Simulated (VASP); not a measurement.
Ge, 1 atom in the cell. Symmetry: Im-3m, No. 229, cubic system. The conventional cell has a = 2.537 Å, b = 2.537 Å, c = 2.537 Å, α = 90.00°, β = 90.00°, γ = 90.00°. Ge (site symmetry m-3m) has 14 Ge at 2.20 to 2.54 Å within 2.9 Å. 

```yaml
Program: VASP 6.6.1
Task: single point
Functional: PBE
Potentials_or_basis: VASP PAW PBE potentials, release 64 (Ge_d)
Cutoff: 520 eV
k_mesh: 21 × 21 × 21
Occupations: fermi-dirac, width 0.1 eV
Spin: no spin polarisation
Dipole_correction: no
Further_INCAR_settings: ALGO = Normal; EDIFF = 1e-06; NBANDS = 13
```

Potentials or basis: VASP PAW PBE potentials, release 64 (Ge_d).

Command:

```console
$ cat potpaw_PBE.64/Ge_d/POTCAR > POTCAR
$ mpirun -np 1 vasp_std > vasp.out
```

Hardware: 1 thread of Intel(R) Xeon(R) 6975P-C (Granite Rapids), with other jobs on the host.

Question: How long does it take, and how much memory?

Answer: Wall time 5.8 s on 1 thread of Intel(R) Xeon(R) 6975P-C (Granite Rapids), with other jobs on the host, peak memory 0.13 GiB. Counts: scf iterations 11, k points 286.
